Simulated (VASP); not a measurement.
# C (P6_3/mmc) in VASP: a series of runs, part 2 of 2

VASP 6.6.1. The steps go on from the part before.

## (5) Single point, r2SCAN+D4

This run uses another cell than the first one, of 5.79 Å³/atom.

Input file POSCAR:

```
C
1.0
    2.5388031358      0.0000000000      0.0000000000
   -1.2694015679      2.1986680108      0.0000000000
    0.0000000000      0.0000000000      8.2916519209
C
8
Direct
    0.6666666667      0.3333333333      0.8437500000
    0.3333333333      0.6666666667      0.3437500000
    0.6666666667      0.3333333333      0.6562500000
    0.3333333333      0.6666666667      0.1562500000
    0.0000000000      0.0000000000      0.9062500000
    0.0000000000      0.0000000000      0.4062500000
    0.0000000000      0.0000000000      0.5937500000
    0.0000000000      0.0000000000      0.0937500000
```

Input file INCAR.step1:

```
ALGO = Normal ; EDIFF = 1E-4
ENCUT = 520 ; GGA = PE
ISMEAR = -1 ; LASPH = T
LCHARG = F ; LREAL = F
LWAVE = T ; NBANDS = 26
NELM = 60 ; PREC = Accurate
SIGMA = 0.05
```

Input file INCAR.step2:

```
ALGO = Normal ; EDIFF = 1E-7
ENCUT = 520 ; ISIF = 2
ISMEAR = -1 ; ISTART = 1
IVDW = 13 ; LASPH = T
LCHARG = T ; LELF = T
LMIXTAU = T ; LREAL = F
LVHAR = T ; LWAVE = F
METAGGA = R2SCAN ; NBANDS = 26
NELM = 60 ; PREC = Accurate
SIGMA = 0.05 ; VDW_A1 = 0.51559235
VDW_A2 = 5.77342911 ; VDW_S6 = 1.0
VDW_S8 = 0.6018749
```

Input file KPOINTS:

```
k-points
0
Gamma
  12 12 4
```

Started as:

```
> cat potpaw_PBE.64/C/POTCAR > POTCAR
> cp INCAR.step1 INCAR
> mpirun -np 1 vasp_std > vasp.out
> cp INCAR.step2 INCAR
> mpirun -np 1 vasp_std > vasp.out
```

Run time: 5.6 min. Hardware: 1 thread of Intel Xeon Platinum 8375C at 2.90GHz (Ice Lake), shared host; peak memory 0.18 GiB.

The run converged. Its results:

- Free energy: -79.1912 eV
- Pressure: -11.5 GPa
- Largest force: 0.348 eV/Å
- Band gap on the k mesh: 4.57 eV (least direct gap 5.36 eV)
- Dispersion energy per atom: -0.087 eV

Forces in eV/Å, atoms in the order of the input:
```
C    0.000  0.000  0.320
C    0.000  0.000  0.320
C    0.000  0.000 -0.320
C    0.000  0.000 -0.320
C    0.000  0.000  0.348
C    0.000  0.000  0.348
C    0.000  0.000 -0.348
C    0.000  0.000 -0.348
```

Stress tensor (GPa, compression positive):
```
-15.61   0.00   0.00
  0.00 -15.61   0.00
  0.00   0.00  -3.14
```

Levels at points of the mesh, in eV from the valence-band top:
```
           k point  band 13  band 14  band 15  band 16  band 17  band 18  band 19  band 20
(0.00, 0.00, 0.00)    -1.82    -0.23     0.00     0.00     5.36     5.36     5.90     7.27
(0.50, 0.00, 0.00)    -5.20    -4.75    -3.84    -3.06     4.63     5.74     6.12     6.26
(0.00, 0.00, 0.50)    -0.71    -0.71    -0.71    -0.71     6.19     6.19     6.19     6.19
(0.50, 0.00, 0.50)    -4.91    -4.91    -3.81    -3.81     5.00     5.00     7.41     7.41
```

Caveat: the stress differs along the axes, from -16 to -3 GPa; the PAW data sets were made with another functional, which shifts forces and pressure a little.

## (6) Single point, r2SCAN+D4

This run uses another cell than the first one, of 5.90 Å³/atom.

POSCAR, as its differences from that of step 5:

```diff
@@ -2,5 +2,5 @@
 1.0
-    2.5388031358      0.0000000000      0.0000000000
-   -1.2694015679      2.1986680108      0.0000000000
-    0.0000000000      0.0000000000      8.2916519209
+    2.5552893324      0.0000000000      0.0000000000
+   -1.2776446662      2.2129454759      0.0000000000
+    0.0000000000      0.0000000000      8.3454953252
 C
```

Input file INCAR.step1:

```
PREC     = Accurate       # precision mode
ENCUT    = 520            # plane-wave cutoff, eV
ISMEAR   = -1             # smearing method
SIGMA    = 0.05           # smearing width, eV
LREAL    = F              # projectors in reciprocal space
LASPH    = T              # aspherical terms in the spheres
NELM     = 60             # most SCF steps
NBANDS   = 26             # bands
GGA      = PE             # functional
ALGO     = Normal         # electronic algorithm
EDIFF    = 1E-4           # SCF threshold, eV
LWAVE    = T              # write WAVECAR
LCHARG   = F              # write CHGCAR
```

Input file INCAR.step2:

```
PREC     = Accurate       # precision mode
ENCUT    = 520            # plane-wave cutoff, eV
EDIFF    = 1E-7           # SCF threshold, eV
ISMEAR   = -1             # smearing method
SIGMA    = 0.05           # smearing width, eV
LREAL    = F              # projectors in reciprocal space
LASPH    = T              # aspherical terms in the spheres
NELM     = 60             # most SCF steps
ALGO     = Normal         # electronic algorithm
ISIF     = 2              # what is computed and relaxed
LWAVE    = F              # write WAVECAR
LCHARG   = F              # write CHGCAR
METAGGA  = R2SCAN         # meta-GGA
LMIXTAU  = T            
IVDW     = 13             # dispersion correction
VDW_S6   = 1.0          
VDW_S8   = 0.6018749    
VDW_A1   = 0.51559235   
VDW_A2   = 5.77342911   
NBANDS   = 26             # bands
ISTART   = 1
```

Input file KPOINTS:

```
Automatic mesh
0
Gamma
  12 12 4
```

Potentials or basis: VASP PAW PBE potentials, release 64 (C).

Started as:

```
> cat potpaw_PBE.64/C/POTCAR > POTCAR
> cp INCAR.step1 INCAR
> mpirun -np 1 vasp_std > vasp.out
> cp INCAR.step2 INCAR
> mpirun -np 1 vasp_std > vasp.out
```

OUTCAR:

```text
PREC = Accurate
   ENCUT = 520
   EDIFF = 1E-7
   ISMEAR = -1
   LREAL = F
   LASPH = T
   NELM = 60
   ISIF = 2
   METAGGA = R2SCAN
   IVDW = 13
   ISTART = 1

 ion  position               nearest neighbor table
   1  0.667  0.333  0.844-   3 1.56   5 1.56   5 1.56   5 1.56
   2  0.333  0.667  0.344-   4 1.56   6 1.56   6 1.56   6 1.56
   3  0.667  0.333  0.656-   1 1.56   7 1.56   7 1.56   7 1.56
   4  0.333  0.667  0.156-   2 1.56   8 1.56   8 1.56   8 1.56
   5  0.000  0.000  0.906-   8 1.56   1 1.56   1 1.56   1 1.56
   6  0.000  0.000  0.406-   7 1.56   2 1.56   2 1.56   2 1.56
   7  0.000  0.000  0.594-   6 1.56   3 1.56   3 1.56   3 1.56
   8  0.000  0.000  0.094-   5 1.56   4 1.56   4 1.56   4 1.56

  LATTYP: Found a hexagonal cell.
 ALAT       =     2.5552893324
 C/A-ratio  =     3.2659688355

  Lattice vectors:

 A1 = (   2.5552893324,   0.0000000000,   0.0000000000)
 A2 = (  -1.2776446662,   2.2129454759,   0.0000000000)
 A3 = (   0.0000000000,   0.0000000000,   8.3454953252)

Analysis of symmetry for initial positions (statically):
=====================================================================
 Subroutine PRICEL returns:
 Original cell was already a primitive cell.

 Routine SETGRP: Setting up the symmetry group for a
 hexagonal supercell.

 Subroutine GETGRP returns: Found 24 space group operations
 (whereof 12 operations were pure point group operations)
 out of a pool of 24 trial point group operations.

The static configuration has the point symmetry D_3d.
 The point group associated with its full space group is D_6h.

Analysis of symmetry for dynamics (positions and initial velocities):
=====================================================================
 Subroutine PRICEL returns:
 Original cell was already a primitive cell.

 Routine SETGRP: Setting up the symmetry group for a
[... 141 lines left out ...]
  Fermi-wavevector in a.u.,A,eV,Ry     =   1.438259  2.717916 28.144872  2.068590
  Thomas-Fermi vector in A             =   2.557246
   LORBIT       =      0    0 simple, 1 ext, 2 COOP (PROOUT), +10 PAW based schemes
   METAGGA = R2SCAN    functional components
   LHFCALC =     F    Hartree Fock is set to
   AEXX    =    0.0000 exact exchange contribution
   IVDW    =    13    specifies the selected vdW correction
   LEPSILON=     F    determine dielectric tensor
   LRPA    =     F    only Hartree local field effects (RPA)
 non-spin polarized calculation
  energy-cutoff  :      520.00
  volume of cell :       47.19
 maximum number of plane-waves:      1288
 NGX is ok and might be reduce to    20
   NGX =  9   NGY =  9   NGZ = 31

 number of electron      31.9999995 magnetization

 Free energy of the ion-electron system (eV)
  ---------------------------------------------------
  ext. energy  EPLUGINS =         0.00000000
  ---------------------------------------------------
  free energy    TOTEN  =       -78.42344970 eV

  energy without entropy =      -78.42344970  energy(sigma->0) =      -78.42344970

 E-fermi :  10.2974     XC(G=0): -14.0406

 val. band max:        9.2885643246   @ k =   0.0000   0.0000   0.0000
 cond. band min:      13.8082054443   @ k =   0.4167   0.0000   0.0000
 fundamental gap:      4.5196411197
 Fermi energy:        10.2974370298

 k-point     1 :       0.0000    0.0000    0.0000
  band No.  band energies     occupation
      1     -13.0215      2.00000
      2     -11.2995      2.00000
      3     -11.2501      2.00000
      4      -7.2644      2.00000
      5      -4.4717      2.00000
      6       2.3264      2.00000
[... 685 lines left out ...]
     25      20.0094      0.00000
     26      21.8473      0.00000

 [... further k-points ...]

------------------------ aborting loop because EDIFF is reached ----------------------------------------

  DFT-D4 for vdW energy calculation

  Edisp (eV):   -0.68238

  FORCE on cell =-STRESS in cart. coord.  units (eV):
  Direction    XX          YY          ZZ          XY          YZ          ZX
  --------------------------------------------------------------------------------------
  -------------------------------------------------------------------------------------
  Total      -6.81360    -6.81360    -3.32242     0.00000     0.00000     0.00000
  in kB    -231.32593  -231.32593  -112.79807     0.00000     0.00000     0.00000
  external pressure =     -191.82 kB  Pullay stress =        0.00 kB

 VOLUME and BASIS-vectors are now :
 -----------------------------------------------------------------------------
  energy-cutoff  :      520.00
  volume of cell :       47.19
      direct lattice vectors                 reciprocal lattice vectors
     2.555289332  0.000000000  0.000000000     0.391345116  0.225943208  0.000000000
    -1.277644666  2.212945476  0.000000000     0.000000000  0.451886416  0.000000000
     0.000000000  0.000000000  8.345495325     0.000000000  0.000000000  0.119825123

 POSITION                                       TOTAL-FORCE (eV/Angst)
 -----------------------------------------------------------------------------------
      1.27764      0.73765      7.04151         0.000000     -0.000000      0.310634
     -0.00000      1.47530      2.86876        -0.000000      0.000000      0.310634
      1.27764      0.73765      5.47673         0.000000     -0.000000     -0.310634
     -0.00000      1.47530      1.30398        -0.000000      0.000000     -0.310634
      0.00000      0.00000      7.56311         0.000000      0.000000      0.335338
      0.00000      0.00000      3.39036         0.000000     -0.000000      0.335338
      0.00000      0.00000      4.95514         0.000000      0.000000     -0.335338
      0.00000      0.00000      0.78239        -0.000000     -0.000000     -0.335338
 -----------------------------------------------------------------------------------
    total drift:                               -0.000000      0.000000      0.000000

  FREE ENERGIE OF THE ION-ELECTRON SYSTEM (eV)
  ---------------------------------------------------
  free  energy   TOTEN  =       -79.1058271809 eV

  energy  without entropy=      -79.1058271809  energy(sigma->0) =      -79.10582718
```

It took 5.7 min on 1 thread of Intel Xeon Platinum 8375C at 2.90GHz (Ice Lake), shared host; peak memory 0.19 GiB.

Results:

* Free energy: -79.1058 eV
* Pressure: -19.2 GPa
* Largest force: 0.335 eV/Å
* Band gap on the k mesh: 4.52 eV (least direct gap 5.32 eV)
* Dispersion energy per atom: -0.085 eV

Forces on the atoms (eV/Å):
```
C    0.000  0.000  0.311
C    0.000  0.000  0.311
C    0.000  0.000 -0.311
C    0.000  0.000 -0.311
C    0.000  0.000  0.335
C    0.000  0.000  0.335
C    0.000  0.000 -0.335
C    0.000  0.000 -0.335
```

Levels at points of the mesh, in eV from the valence-band top:
```
           k point  band 13  band 14  band 15  band 16  band 17  band 18  band 19  band 20
(0.00, 0.00, 0.00)    -1.78    -0.22     0.00     0.00     5.32     5.32     5.85     7.20
(0.50, 0.00, 0.00)    -5.10    -4.67    -3.77    -3.00     4.58     5.66     6.07     6.20
(0.00, 0.00, 0.50)    -0.69    -0.69    -0.69    -0.69     6.13     6.13     6.13     6.13
(0.50, 0.00, 0.50)    -4.82    -4.82    -3.74    -3.74     4.95     4.95     7.34     7.34
```

Caveat: the stress differs along the axes, from -23 to -11 GPa; the PAW data sets were made with another functional, which shifts forces and pressure a little.

## (7) Summary

```tsv
cell	gap on the mesh (eV)	pressure (GPa)	largest force (eV/Å)
a = 2.488, b = 2.488, c = 8.126 Å, angles 90.0, 90.0, 120.0°, 8 atoms	4.72	16.6	0.39
a = 2.505, b = 2.505, c = 8.182 Å, angles 90.0, 90.0, 120.0°, 8 atoms	4.67	6.4	0.37
a = 2.522, b = 2.522, c = 8.237 Å, angles 90.0, 90.0, 120.0°, 8 atoms	4.62	-3.0	0.36
a = 2.539, b = 2.539, c = 8.292 Å, angles 90.0, 90.0, 120.0°, 8 atoms	4.57	-11.5	0.35
a = 2.555, b = 2.555, c = 8.345 Å, angles 90.0, 90.0, 120.0°, 8 atoms	4.52	-19.2	0.34
```

Alike in all rows: task single point; level r2SCAN+D4; potentials or basis VASP PAW PBE potentials, release 64 (C); no spin polarisation; k mesh 12 × 12 × 4; cutoff (eV) 520; smearing fermi-dirac 0.05 eV.

Caveats: the PAW data sets were made with another functional, which shifts forces and pressure a little; the stress differs along the axes, from 12 to 26 GPa (at least some runs); the stress differs along the axes, from 2 to 16 GPa (at least some runs); the stress differs along the axes, from -7 to 6 GPa (at least some runs); the stress differs along the axes, from -16 to -3 GPa (at least some runs); the stress differs along the axes, from -23 to -11 GPa (at least some runs).

Total energies depend on the potentials used, so only differences within one code and one set of settings carry meaning.
